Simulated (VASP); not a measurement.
# Zr (P6_3/mmc) in VASP: single point with PBE+D3(BJ)

Aim: the single point of Zr with PBE+D3(BJ).

Program: VASP 6.6.1. These are calculated values, not measurements. Logs are shortened: lines on timing, memory, paths and dates and some standing lists are left out, and cuts for length are marked.

## 1. The cell of the first run

Symmetry: P6_3/mmc, No. 194, hexagonal system. Conventional cell: a = 3.232 Å, b = 3.232 Å, c = 5.147 Å, α = 90.00°, β = 90.00°, γ = 120.00°. Within 4.2 Å of Zr (site symmetry -6m2) lie 12 Zr at 3.18 to 3.23 Å.

## 2. Single point, PBE+D3(BJ)

INCAR

```
PREC = Accurate
ENCUT = 500
EDIFF = 1E-6
ISMEAR = 0
SIGMA = 0.1
LREAL = False
LASPH = True
NELM = 120
ALGO = Normal
ISIF = 2
LWAVE = False
LCHARG = True
GGA = PE
IVDW = 12
LELF = True
LVHAR = True
NBANDS = 19
GGA_COMPAT = False
```

KPOINTS

```
regular mesh
0
Gamma
  6 6 4
```

POSCAR

```
Zr
1.0
    3.2319982225      0.0000000000      0.0000000000
   -1.6159991112      2.7989925656      0.0000000000
    0.0000000000      0.0000000000      5.1470000000
Zr
2
Direct
    0.3333333333      0.6666666667      0.2500000000
    0.6666666667      0.3333333333      0.7500000000
```

Potentials or basis: VASP PAW PBE potentials, release 64 (Zr_sv).

On the command line:

```sh
cat potpaw_PBE.64/Zr_sv/POTCAR > POTCAR
mpirun -np 1 vasp_std > vasp.out
```

OUTCAR:

```text
PREC = Accurate
   ENCUT = 500
   EDIFF = 1E-6
   ISMEAR = 0
   LREAL = False
   LASPH = True
   NELM = 120
   ISIF = 2
   GGA = PE
   IVDW = 12
 IVDW          = 12

 ion  position               nearest neighbor table
   1  0.333  0.667  0.250-   2 3.18   2 3.18   2 3.18   2 3.18   2 3.18   2 3.18
   2  0.667  0.333  0.750-   1 3.18   1 3.18   1 3.18   1 3.18   1 3.18   1 3.18

  LATTYP: Found a hexagonal cell.
 ALAT       =     3.2319982225
 C/A-ratio  =     1.5925132521

  Lattice vectors:

 A1 = (   3.2319982225,   0.0000000000,   0.0000000000)
 A2 = (  -1.6159991112,   2.7989925656,   0.0000000000)
 A3 = (   0.0000000000,   0.0000000000,   5.1470000000)

Analysis of symmetry for initial positions (statically):
=====================================================================
 Subroutine PRICEL returns:
 Original cell was already a primitive cell.

 Routine SETGRP: Setting up the symmetry group for a
 hexagonal supercell.

 Subroutine GETGRP returns: Found 24 space group operations
 (whereof 12 operations were pure point group operations)
 out of a pool of 24 trial point group operations.

The static configuration has the point symmetry D_3d.
 The point group associated with its full space group is D_6h.

Analysis of symmetry for dynamics (positions and initial velocities):
=====================================================================
 Subroutine PRICEL returns:
 Original cell was already a primitive cell.

 Routine SETGRP: Setting up the symmetry group for a
 hexagonal supercell.

 Subroutine GETGRP returns: Found 24 space group operations
 (whereof 12 operations were pure point group operations)
 out of a pool of 24 trial point group operations.

The dynamic configuration has the point symmetry D_3d.
 The point group associated with its full space group is D_6h.

 Subroutine INISYM returns: Found 24 space group operations
 (whereof 12 operations are pure point group operations),
 and found     1 'primitive' translations

----------------------------------------------------------------------------------------

                                     Primitive cell

  volume of cell :      46.5615

  direct lattice vectors                    reciprocal lattice vectors
     3.231998223  0.000000000  0.000000000     0.309406111  0.178635701  0.000000000
    -1.615999111  2.798992566  0.000000000     0.000000000  0.357271403  0.000000000
     0.000000000  0.000000000  5.147000000     0.000000000  0.000000000  0.194287935

  length of vectors
     3.231998223  3.231998222  5.147000000     0.357271403  0.357271403  0.194287935

  position of ions in fractional coordinates (direct lattice)
     0.333333333  0.666666667  0.250000000
     0.666666667  0.333333333  0.750000000

  ion indices of the primitive-cell ions
   primitive index   ion index
                 1           1
                 2           2

----------------------------------------------------------------------------------------

 KPOINTS: regular mesh

Automatic generation of k-mesh.
 Grid dimensions read from file:
 generate k-points for:    6    6    4

 Generating k-lattice:

  Cartesian coordinates                     Fractional coordinates (reciprocal lattice)
     0.051567685  0.029772617  0.000000000     0.166666667  0.000000000  0.000000000
     0.000000000  0.059545234  0.000000000     0.000000000  0.166666667  0.000000000
     0.000000000  0.000000000  0.048571984     0.000000000  0.000000000  0.250000000

  Length of vectors
     0.059545234  0.059545234  0.048571984

  Shift w.r.t. Gamma in fractional coordinates (k-lattice)
     0.000000000  0.000000000  0.000000000

 Subroutine IBZKPT returns following result:
 ===========================================

 Found     21 irreducible k-points:

 Following reciprocal coordinates:
            Coordinates               Weight
  0.000000  0.000000  0.000000      1.000000
  0.166667  0.000000  0.000000      6.000000
  0.333333 -0.000000  0.000000      6.000000
  0.500000 -0.000000  0.000000      3.000000
  0.166667  0.166667  0.000000      6.000000
  0.333333  0.166667  0.000000     12.000000
[... 13 lines left out ...]
  0.333333  0.166667  0.500000     12.000000
  0.333333  0.333333  0.500000      2.000000
   k-points           NKPTS =     21   k-points in BZ     NKDIM =     21   number of bands    NBANDS=     19
   number of dos      NEDOS =    301   number of ions     NIONS =      2
   total plane-waves  NPLWV =  23040
   dimension x,y,z NGX =    24 NGY =   24 NGZ =   40
   dimension x,y,z NGXF=    48 NGYF=   48 NGZF=   80
   ions per type =               2
   NGX,Y,Z   is equivalent  to a cutoff of  12.35, 12.35, 12.92 a.u.
   NGXF,Y,Z  is equivalent  to a cutoff of  24.69, 24.69, 25.84 a.u.
 SYSTEM =  unknown system
   PREC   = accura    normal or accurate (medium, high low for compatibility)
   ISTART =      0    job   : 0-new  1-cont  2-samecut
   ICHARG =      2    charge: 1-file 2-atom 10-const
   ISPIN  =      1    spin polarized calculation?
   LNONCOLLINEAR =      F non collinear calculations
   LSORBIT =      F    spin-orbit coupling
   LASPH  =      T    aspherical Exc in radial PAW
   ENCUT  =  500.0 eV  36.75 Ry    6.06 a.u.   5.89  5.89  9.38*2*pi/ulx,y,z
   NELM   =    120;   NELMIN=  2; NELMDL= -5     # of ELM steps
   EDIFF  = 0.1E-05   stopping-criterion for ELM
   LREAL  =      F    real-space projection
   EDIFFG = 0.1E-04   stopping-criterion for IOM
   NSW    =      0    number of steps for IOM
   IBRION =     -1    ionic relax: 0-MD 1-quasi-New 2-CG
   NFREE  =      0    steps in history (QN), initial steepest desc. (CG)
   ISIF   =      2    stress and relaxation
   ISYM   =      2    0-nonsym 1-usesym 2-fastsym
   POTIM  = 0.5000    time-step for ionic-motion
   TEBEG  =    0.0;   TEEND  =   0.0 temperature during run
   PSTRESS=    0.0 pullay stress
   NELECT =      24.0000    total number of electrons
   NUPDOWN=      -1.0000    fix difference up-down
   EMIN   =  10.00;   EMAX   =-10.00  energy-range for DOS
   EFERMI =   0.00;   METHOD = LEGACY
   ISMEAR =     0;   SIGMA  =   0.10  broadening in eV -4-tet -1-fermi 0-gaus
   EFERMI_NEDOS =   21; number of points for ismear=-14 and -15
   IALGO  =     38    algorithm
   IMIX   =      4    mixing-type and parameters
     AMIX     =   0.40;   BMIX     =  1.00
     AMIX_MAG =   1.60;   BMIX_MAG =  1.00
  volume/ion in A,a.u.               =      23.28       157.11
  Fermi-wavevector in a.u.,A,eV,Ry     =   1.312612  2.480476 23.442147  1.722949
  Thomas-Fermi vector in A             =   2.442992
   LORBIT       =      0    0 simple, 1 ext, 2 COOP (PROOUT), +10 PAW based schemes
   GGA     = PE    functional components
   LHFCALC =     F    Hartree Fock is set to
   AEXX    =    0.0000 exact exchange contribution
   IVDW    =    12    specifies the selected vdW correction
   LEPSILON=     F    determine dielectric tensor
   LRPA    =     F    only Hartree local field effects (RPA)
 non-spin polarized calculation
 Gauss-broadening in eV      SIGMA  =   0.10
  energy-cutoff  :      500.00
  volume of cell :       46.56
 maximum number of plane-waves:      1194
 NGX is ok and might be reduce to    24
   NGX = 11   NGY = 11   NGZ = 19

 number of electron      24.0000000 magnetization

 Free energy of the ion-electron system (eV)
  ---------------------------------------------------
  ext. energy  EPLUGINS =         0.00000000
  ---------------------------------------------------
  free energy    TOTEN  =       -17.03738713 eV

  energy without entropy =      -17.02491948  energy(sigma->0) =      -17.03115330

 E-fermi :   9.0482     XC(G=0): -11.0814

 val. band max:        9.0361418934   @ k =   0.0000   0.0000   0.5000
 cond. band min:       9.0874795359   @ k =   0.3333   0.3333   0.2500
 fundamental gap:      0.0513376424
 Fermi energy:         9.0482365608

 k-point     1 :       0.0000    0.0000    0.0000
  band No.  band energies     occupation
      1     -39.8376      2.00000
      2     -39.6830      2.00000
      3     -18.3679      2.00000
      4     -17.4887      2.00000
      5     -17.4887      2.00000
      6     -17.3609      2.00000
[... 11 lines left out ...]
     18      11.1305      0.00000
     19      13.4284      0.00000

 k-point     2 :       0.1667    0.0000    0.0000
  band No.  band energies     occupation
      1     -39.8078      2.00000
      2     -39.6713      2.00000
      3     -18.2860      2.00000
      4     -17.6631      2.00000
      5     -17.5446      2.00000
      6     -17.5247      2.00000
[... 11 lines left out ...]
     18      11.2157      0.00000
     19      13.8074      0.00000

 k-point     3 :       0.3333   -0.0000    0.0000
  band No.  band energies     occupation
      1     -39.7423      2.00000
      2     -39.6530      2.00000
      3     -18.0857      2.00000
      4     -18.0102      2.00000
      5     -17.8544      2.00000
      6     -17.6480      2.00000
[... 11 lines left out ...]
     18      12.8993      0.00000
     19      14.1932      0.00000

 k-point     4 :       0.5000   -0.0000    0.0000
  band No.  band energies     occupation
      1     -39.7018      2.00000
      2     -39.6513      2.00000
      3     -18.1815      2.00000
      4     -18.0093      2.00000
      5     -17.9357      2.00000
      6     -17.6970      2.00000
[... 11 lines left out ...]
     18      14.2972      0.00000
     19      15.1514      0.00000

 k-point     5 :       0.1667    0.1667    0.0000
  band No.  band energies     occupation
      1     -39.7598      2.00000
      2     -39.6565      2.00000
      3     -18.1432      2.00000
      4     -17.8456      2.00000
      5     -17.8309      2.00000
      6     -17.5973      2.00000
[... 11 lines left out ...]
     18      12.7640      0.00000
     19      13.9117      0.00000
[... 268 lines left out ...]
      2     -39.6765      2.00000
      3     -18.2562      2.00000
      4     -18.2562      2.00000
      5     -17.6034      2.00000
      6     -17.6034      2.00000
[... 11 lines left out ...]
     18      14.1390      0.00000
     19      14.2157      0.00000

 k-point    19 :       0.1667    0.1667    0.5000
  band No.  band energies     occupation
      1     -39.7084      2.00000
      2     -39.7084      2.00000
      3     -18.0378      2.00000
      4     -18.0378      2.00000
      5     -17.6234      2.00000
      6     -17.6234      2.00000
[... 11 lines left out ...]
     18      13.0695      0.00000
     19      13.6377      0.00000

 k-point    20 :       0.3333    0.1667    0.5000
  band No.  band energies     occupation
      1     -39.6766      2.00000
      2     -39.6766      2.00000
      3     -18.1816      2.00000
      4     -18.1816      2.00000
      5     -17.7322      2.00000
      6     -17.7322      2.00000
[... 11 lines left out ...]
     18      13.7366      0.00000
     19      15.0425      0.00000

 k-point    21 :       0.3333    0.3333    0.5000
  band No.  band energies     occupation
      1     -39.6659      2.00000
      2     -39.6659      2.00000
      3     -18.1300      2.00000
      4     -18.1300      2.00000
      5     -17.8918      2.00000
      6     -17.8918      2.00000
[... 11 lines left out ...]
     18      13.3829      0.00000
     19      17.0301      0.00000

------------------------ aborting loop because EDIFF is reached ----------------------------------------

 Edisp (eV)   -1.05655

 E8    (eV) :    -0.5424

  FORCE on cell =-STRESS in cart. coord.  units (eV):
  Direction    XX          YY          ZZ          XY          YZ          ZX
  --------------------------------------------------------------------------------------
  -------------------------------------------------------------------------------------
  Total      -1.09350    -1.09350    -0.85984    -0.00000    -0.00000    -0.00000
  in kB     -37.62721   -37.62721   -29.58713    -0.00000    -0.00000    -0.00000
  external pressure =      -34.95 kB  Pullay stress =        0.00 kB

 VOLUME and BASIS-vectors are now :
 -----------------------------------------------------------------------------
  energy-cutoff  :      500.00
  volume of cell :       46.56
      direct lattice vectors                 reciprocal lattice vectors
     3.231998223  0.000000000  0.000000000     0.309406111  0.178635701  0.000000000
    -1.615999111  2.798992566  0.000000000     0.000000000  0.357271403  0.000000000
     0.000000000  0.000000000  5.147000000     0.000000000  0.000000000  0.194287935

 POSITION                                       TOTAL-FORCE (eV/Angst)
 -----------------------------------------------------------------------------------
     -0.00000      1.86600      1.28675         0.000000     -0.000000      0.000000
      1.61600      0.93300      3.86025        -0.000000      0.000000      0.000000
 -----------------------------------------------------------------------------------
    total drift:                               -0.000000      0.000000     -0.000000

  FREE ENERGIE OF THE ION-ELECTRON SYSTEM (eV)
  ---------------------------------------------------
  free  energy   TOTEN  =       -18.0939375219 eV

  energy  without entropy=      -18.0814698675  energy(sigma->0) =      -18.08770369
```

Wall time 20 s (1 thread of Intel Xeon Platinum 8259CL at 2.50GHz (Skylake/Cascade Lake), shared host); peak memory 0.16 GiB.

Results:

```
Free energy                : -18.0939 eV
Pressure                   : -3.5 GPa
Band gap on the k mesh     : zero (bands 12 and 13 overlap by 0.90 eV)
Dispersion energy per atom : -0.528 eV
```

Caveat: the k points lie up to 0.37 Å⁻¹ apart, too coarse for converged energies and pressures of a metal.

The gap in the log of VASP goes by the Fermi energy; the results here count the filled bands.